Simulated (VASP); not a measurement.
# HgCSeO2 (P1) in VASP: single point with r2SCAN

Aim: the single point of HgCSeO2 with r2SCAN.

All numbers are computed with VASP 6.6.1; they aren't measurements. Logs are shortened: lines on timing, memory, paths and dates and some standing lists are left out, and cuts for length are marked.

## Step 1: The cell of the first run

The typed cell holds 10 atoms: a = 4.059 Å, b = 4.002 Å, c = 8.937 Å, α = 88.75°, β = 84.08°, γ = 88.44°.

## Step 2: Single point, r2SCAN

POSCAR

```
HgCSeO2
1.0
    2.9090429300      2.8303310100     -0.0722107700
    2.8683008400     -2.7891050700      0.0895787000
    0.8080028200      0.2644851500     -8.8963217200
C Se O Hg
2 2 4 2
Direct
    0.6471660000      0.3744850000      0.5040890000
    0.3411680000      0.6132590000      0.4933040000
    0.2827350000      0.2763730000      0.8657590000
    0.6985130000      0.7096040000      0.1198440000
    0.7868410000      0.3649940000      0.6192510000
    0.6955700000      0.2434090000      0.3878080000
    0.2491290000      0.6584430000      0.3803490000
    0.3413730000      0.7649460000      0.6259700000
    0.7602870000      0.7538400000      0.7682250000
    0.2225190000      0.2704660000      0.2155950000
```

INCAR.step1

```
PREC = Accurate
ENCUT = 520
ISMEAR = -1
SIGMA = 0.0141
LREAL = False
LASPH = True
NELM = 100
NBANDS = 45
GGA = PE
ALGO = Normal
EDIFF = 1E-4
LWAVE = True
LCHARG = False
```

INCAR.step2

```
PREC = Accurate
ENCUT = 520
EDIFF = 1E-6
ISMEAR = -1
SIGMA = 0.0141
LREAL = False
LASPH = True
NELM = 100
ALGO = Normal
ISIF = 2
LWAVE = False
LCHARG = False
METAGGA = R2SCAN
LMIXTAU = True
NBANDS = 45
ISTART = 1
```

KPOINTS

```
Automatic mesh
0
Gamma
  5 5 2
```

Potentials or basis: VASP PAW PBE potentials, release 64 (C, Se, O, Hg).

Started as:

```sh
cat potpaw_PBE.64/C/POTCAR potpaw_PBE.64/Se/POTCAR potpaw_PBE.64/O/POTCAR potpaw_PBE.64/Hg/POTCAR > POTCAR
cp INCAR.step1 INCAR
mpirun -np 1 vasp_std > vasp.out
cp INCAR.step2 INCAR
mpirun -np 1 vasp_std > vasp.out
```

OUTCAR:

```text
PREC = Accurate
   ENCUT = 520
   EDIFF = 1E-6
   ISMEAR = -1
   LREAL = False
   LASPH = True
   NELM = 100
   ISIF = 2
   METAGGA = R2SCAN
   ISTART = 1

 ion  position               nearest neighbor table
   1  0.647  0.374  0.504-   6 1.17   5 1.22   2 1.56   9 2.92
   2  0.341  0.613  0.493-   7 1.12   8 1.34   1 1.56  10 2.95
   3  0.283  0.276  0.866-   9 2.82   9 2.90   9 3.00  10 3.11   9 3.21
   4  0.699  0.710  0.120-  10 2.71  10 2.91  10 3.00   9 3.13  10 3.32
   5  0.787  0.365  0.619-   1 1.22   9 2.06   9 2.76
   6  0.696  0.243  0.388-   1 1.17  10 2.51  10 2.58
   7  0.249  0.658  0.380-   2 1.12  10 2.18  10 2.84
   8  0.341  0.765  0.626-   2 1.34   9 2.22   9 2.56
   9  0.760  0.754  0.768-   5 2.06   8 2.22   8 2.56   5 2.76   3 2.82   3 2.90   1 2.92   3 3.00
                             4 3.13   3 3.21
  10  0.223  0.270  0.216-   7 2.18   6 2.51   6 2.58   4 2.71   7 2.84   4 2.91   2 2.95   4 3.00
                             3 3.11   4 3.32

  LATTYP: Found a triclinic cell.
 ALAT       =     4.0593741870
 B/A-ratio  =     2.8175418378
 C/A-ratio  =     0.9858132216
 COS(alpha) =     0.0022701425
 COS(beta)  =     0.0272981357
 COS(gamma) =     0.6292529391

  Lattice vectors:

 A1 = (   2.9090429300,   2.8303310100,  -0.0722107700)
 A2 = (   5.0100830400,   5.3961768700,   8.7519001800)
 A3 = (   2.8683008400,  -2.7891050700,   0.0895787000)

Analysis of symmetry for initial positions (statically):
=====================================================================
 Subroutine PRICEL returns:
 Original cell was already a primitive cell.

 Routine SETGRP: Setting up the symmetry group for a
 triclinic supercell.

 Subroutine GETGRP returns: Found  1 space group operations
 (whereof  1 operations were pure point group operations)
 out of a pool of  2 trial point group operations.

The static configuration has the point symmetry C_1 .

Analysis of symmetry for dynamics (positions and initial velocities):
=====================================================================
 Subroutine PRICEL returns:
 Original cell was already a primitive cell.

 Routine SETGRP: Setting up the symmetry group for a
 triclinic supercell.

 Subroutine GETGRP returns: Found  1 space group operations
 (whereof  1 operations were pure point group operations)
 out of a pool of  2 trial point group operations.

The dynamic configuration has the point symmetry C_1 .

 Subroutine INISYM returns: Found  1 space group operations
 (whereof  1 operations are pure point group operations),
 and found     1 'primitive' translations

----------------------------------------------------------------------------------------

                                     Primitive cell

  volume of cell :     144.3223

  direct lattice vectors                    reciprocal lattice vectors
     2.909042930  2.830331010 -0.072210770     0.171761937  0.177309402  0.020871529
     2.868300840 -2.789105070  0.089578700     0.174335016 -0.178915033  0.010514774
     0.808002820  0.264485150 -8.896321720     0.000361233 -0.003240735 -0.112469544

  length of vectors
     4.059374187  4.001784745  8.936854094     0.247742624  0.250027694  0.112516804

  position of ions in fractional coordinates (direct lattice)
     0.647166000  0.374485000  0.504089000
     0.341168000  0.613259000  0.493304000
     0.282735000  0.276373000  0.865759000
     0.698513000  0.709604000  0.119844000
     0.786841000  0.364994000  0.619251000
     0.695570000  0.243409000  0.387808000
     0.249129000  0.658443000  0.380349000
     0.341373000  0.764946000  0.625970000
     0.760287000  0.753840000  0.768225000
     0.222519000  0.270466000  0.215595000

  ion indices of the primitive-cell ions
   primitive index   ion index
                 1           1
                 2           2
                 3           3
                 4           4
                 5           5
                 6           6
                 7           7
                 8           8
                 9           9
                10          10

----------------------------------------------------------------------------------------

 KPOINTS: Automatic mesh

Automatic generation of k-mesh.
 Grid dimensions read from file:
 generate k-points for:    5    5    2

 Generating k-lattice:

  Cartesian coordinates                     Fractional coordinates (reciprocal lattice)
     0.034352387  0.035461880  0.004174306     0.200000000 -0.000000000  0.000000000
     0.034867003 -0.035783007  0.002102955     0.000000000  0.200000000  0.000000000
     0.000180616 -0.001620368 -0.056234772    -0.000000000  0.000000000  0.500000000

  Length of vectors
     0.049548525  0.050005539  0.056258402

  Shift w.r.t. Gamma in fractional coordinates (k-lattice)
     0.000000000  0.000000000  0.000000000

 Subroutine IBZKPT returns following result:
 ===========================================

 Found     26 irreducible k-points:

 Following reciprocal coordinates:
            Coordinates               Weight
  0.000000  0.000000  0.000000      1.000000
  0.200000  0.000000 -0.000000      2.000000
  0.400000  0.000000  0.000000      2.000000
 -0.000000  0.200000 -0.000000      2.000000
  0.200000  0.200000 -0.000000      2.000000
  0.400000  0.200000  0.000000      2.000000
[... 16 lines left out ...]
  0.200000  0.400000  0.500000      2.000000
  0.400000  0.400000  0.500000      2.000000
 [... further k-points ...]
   k-points           NKPTS =     26   k-points in BZ     NKDIM =     26   number of bands    NBANDS=     45
   number of dos      NEDOS =    301   number of ions     NIONS =     10
   total plane-waves  NPLWV =  63000
   dimension x,y,z NGX =    30 NGY =   30 NGZ =   70
   dimension x,y,z NGXF=    60 NGYF=   60 NGZF=  140
   ions per type =               2   2   4   2
   NGX,Y,Z   is equivalent  to a cutoff of  12.29, 12.46, 13.02 a.u.
   NGXF,Y,Z  is equivalent  to a cutoff of  24.57, 24.93, 26.04 a.u.
 SYSTEM =  unknown system
   PREC   = accura    normal or accurate (medium, high low for compatibility)
   ISTART =      1    job   : 0-new  1-cont  2-samecut
   ICHARG =      0    charge: 1-file 2-atom 10-const
   ISPIN  =      1    spin polarized calculation?
   LNONCOLLINEAR =      F non collinear calculations
   LSORBIT =      F    spin-orbit coupling
   LASPH  =      T    aspherical Exc in radial PAW
   ENCUT  =  520.0 eV  38.22 Ry    6.18 a.u.   7.55  7.44 16.62*2*pi/ulx,y,z
   NELM   =    100;   NELMIN=  2; NELMDL=  0     # of ELM steps
   EDIFF  = 0.1E-05   stopping-criterion for ELM
   LREAL  =      F    real-space projection
   EDIFFG = 0.1E-04   stopping-criterion for IOM
   NSW    =      0    number of steps for IOM
   IBRION =     -1    ionic relax: 0-MD 1-quasi-New 2-CG
   NFREE  =      0    steps in history (QN), initial steepest desc. (CG)
   ISIF   =      2    stress and relaxation
   ISYM   =      2    0-nonsym 1-usesym 2-fastsym
   POTIM  = 0.5000    time-step for ionic-motion
   TEBEG  =    0.0;   TEEND  =   0.0 temperature during run
   PSTRESS=    0.0 pullay stress
   NELECT =      68.0000    total number of electrons
   NUPDOWN=      -1.0000    fix difference up-down
   EMIN   =  10.00;   EMAX   =-10.00  energy-range for DOS
   EFERMI =   0.00;   METHOD = LEGACY
   ISMEAR =    -1;   SIGMA  =   0.01  broadening in eV -4-tet -1-fermi 0-gaus
   EFERMI_NEDOS =   21; number of points for ismear=-14 and -15
   IALGO  =     38    algorithm
   IMIX   =      4    mixing-type and parameters
     AMIX     =   0.40;   BMIX     =  1.00
     AMIX_MAG =   1.60;   BMIX_MAG =  1.00
  volume/ion in A,a.u.               =      14.43        97.39
  Fermi-wavevector in a.u.,A,eV,Ry     =   1.273894  2.407311 22.079614  1.622806
  Thomas-Fermi vector in A             =   2.406692
   LORBIT       =      0    0 simple, 1 ext, 2 COOP (PROOUT), +10 PAW based schemes
   METAGGA = R2SCAN    functional components
   LHFCALC =     F    Hartree Fock is set to
   AEXX    =    0.0000 exact exchange contribution
   IVDW    =     0    specifies the selected vdW correction
   LEPSILON=     F    determine dielectric tensor
   LRPA    =     F    only Hartree local field effects (RPA)
 non-spin polarized calculation
  energy-cutoff  :      520.00
  volume of cell :      144.32
 maximum number of plane-waves:      3911
 NGX is ok and might be reduce to    30
   NGX = 15   NGY = 15   NGZ = 33

 number of electron      67.9999993 magnetization

 Free energy of the ion-electron system (eV)
  ---------------------------------------------------
  ext. energy  EPLUGINS =         0.00000000
  ---------------------------------------------------
  free energy    TOTEN  =      -171.64728562 eV

  energy without entropy =     -171.64430084  energy(sigma->0) =     -171.64579323

 E-fermi :   2.5994     XC(G=0): -10.9675

 val. band max:        2.5933525991   @ k =   0.4000   0.0000   0.0000
 cond. band min:       2.6156122692   @ k =  -0.4000   0.2000   0.0000
 fundamental gap:      0.0222596701
 Fermi energy:         2.5994423181

 k-point     1 :       0.0000    0.0000    0.0000
  band No.  band energies     occupation
      1     -23.4067      2.00000
      2     -21.9023      2.00000
      3     -20.2029      2.00000
      4     -18.6284      2.00000
      5     -10.9109      2.00000
      6      -9.9722      2.00000
[... 37 lines left out ...]
     44      12.3091      0.00000
     45      12.7889      0.00000

 k-point     2 :       0.2000    0.0000   -0.0000
  band No.  band energies     occupation
      1     -23.3502      2.00000
      2     -21.9625      2.00000
      3     -20.1706      2.00000
      4     -18.6711      2.00000
      5     -10.7183      2.00000
      6      -9.9051      2.00000
[... 37 lines left out ...]
     44      11.8197      0.00000
     45      12.1804      0.00000

 k-point     3 :       0.4000    0.0000    0.0000
  band No.  band energies     occupation
      1     -23.2459      2.00000
      2     -22.0736      2.00000
      3     -20.1128      2.00000
      4     -18.7452      2.00000
      5     -10.2772      2.00000
      6      -9.8846      2.00000
[... 997 lines left out ...]
     44      12.0544      0.00000
     45      12.4486      0.00000

 k-point    24 :       0.4000    0.4000    0.5000
  band No.  band energies     occupation
      1     -23.1957      2.00000
      2     -22.0755      2.00000
      3     -20.1138      2.00000
      4     -18.7425      2.00000
      5     -10.0155      2.00000
      6      -9.8552      2.00000
[... 37 lines left out ...]
     44      11.7925      0.00000
     45      12.4304      0.00000

 [... further k-points ...]
[... 5 lines left out ...]
  --------------------------------------------------------------------------------------
  -------------------------------------------------------------------------------------
  Total        7.4286973     16.2922844     26.4568004     -1.6406748      1.8825270     -6.7988316
  in kB       82.4688051    180.8668685    293.7070403    -18.2137574     20.8986512    -75.4764248
  external PRESSURE =     185.6809046 kB  Pullay stress =       0.0000000 kB

 VOLUME and BASIS-vectors are now :
 -----------------------------------------------------------------------------
  energy-cutoff  :      520.00
  volume of cell :      144.32
      direct lattice vectors                 reciprocal lattice vectors
     2.909042930  2.830331010 -0.072210770     0.171761937  0.177309402  0.020871529
     2.868300840 -2.789105070  0.089578700     0.174335016 -0.178915033  0.010514774
     0.808002820  0.264485150 -8.896321720     0.000361233 -0.003240735 -0.112469544

 POSITION                                       TOTAL-FORCE (eV/Angst)
 -----------------------------------------------------------------------------------
      3.36407      0.92054     -4.49772        -0.862385     -3.987882     -2.057357
      3.15007     -0.61435     -4.35829         5.509209      5.441315    -13.113781
      2.31474      0.25838     -7.69773        -0.786941      0.199179     -1.407605
      4.16420      0.02956     -1.05305         0.742125     -0.000595      1.177141
      3.83622      1.37280     -5.53318        -0.249782      3.828394      0.497040
      3.03496      1.39237     -3.47849        -1.661737      5.219439      5.300451
      2.92066     -1.03075     -3.34271        -1.923985     -6.911542      7.309720
      3.69295     -1.00176     -5.52496        -2.002617     -3.824550      3.236253
      4.99468      0.25251     -6.82175         2.877921     -1.034200     -3.499963
      1.59730     -0.06753     -1.90984        -1.641808      1.070442      2.558102
 -----------------------------------------------------------------------------------
    total drift:                               -0.000319      0.000284      0.000053

  FREE ENERGIE OF THE ION-ELECTRON SYSTEM (eV)
  ---------------------------------------------------
  free  energy   TOTEN  =      -171.6472856173 eV

  energy  without entropy=     -171.6443008447  energy(sigma->0) =     -171.64579323
```

Wall time 8 min (1 thread of Intel Xeon 6975P-C (Granite Rapids), shared host); peak memory 0.34 GiB.

Results:

```
Free energy            : -171.6473 eV
Pressure               : 18.6 GPa
Largest force          : 15.229 eV/Å
Band gap on the k mesh : zero (band 34 reaches 2.74 eV, above the bottom of band 35 at 2.49 eV)
```

Forces in eV/Å, atoms in the order of the input:
```
C    -0.862  -3.988  -2.057
C     5.509   5.441 -13.114
Se   -0.787   0.199  -1.408
Se    0.742  -0.001   1.177
O    -0.250   3.828   0.497
O    -1.662   5.219   5.300
O    -1.924  -6.912   7.310
O    -2.003  -3.825   3.236
Hg    2.878  -1.034  -3.500
Hg   -1.642   1.070   2.558
```

Stress tensor (GPa, compression positive):
```
 8.25 -1.82 -7.55
-1.82 18.09  2.09
-7.55  2.09 29.37
```

Caveat: the PAW data sets were made with another functional, which shifts forces and pressure a little; spin-orbit coupling is left out, which moves the levels of the heavy elements.
